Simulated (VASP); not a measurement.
A run of VASP 6.6.1 is set up as follows.

File INCAR:

```
SYSTEM = AgO
PREC = Accurate
ENCUT = 520
EDIFF = 1E-6
ISMEAR = 0
SIGMA = 0.1
LREAL = .False.
LASPH = .True.
NELM = 60
ALGO = Normal
ISIF = 2
LWAVE = .False.
LCHARG = .False.
GGA = PS
NBANDS = 16
```

Contents of KPOINTS:

```
regular mesh
0
Gamma
  14 14 14
  0 0 0
```

The input POSCAR:

```
AgO
1.0
    0.0000000000      2.4406804042      2.4406804042
    2.4406804042      0.0000000000      2.4406804042
    2.4406804042      2.4406804042      0.0000000000
Ag O
1 1
Direct
    0.0000000000      0.0000000000      0.0000000000
    0.7500000000      0.7500000000      0.7500000000
```

Potentials or basis: VASP PAW PBE potentials, release 64 (Ag, O).

The run is started by

```sh
$ cat potpaw_PBE.64/Ag/POTCAR potpaw_PBE.64/O/POTCAR > POTCAR
$ mpirun -np 1 vasp_std > vasp.out
```

**Question.** What does it give for the pressure?

**Answer.** 4.8 GPa.

Caveat: the PAW data sets were made with another functional, which shifts forces and pressure a little; an odd number of electrons without spin polarisation forces a metal; a magnetic or distorted state may lie lower.
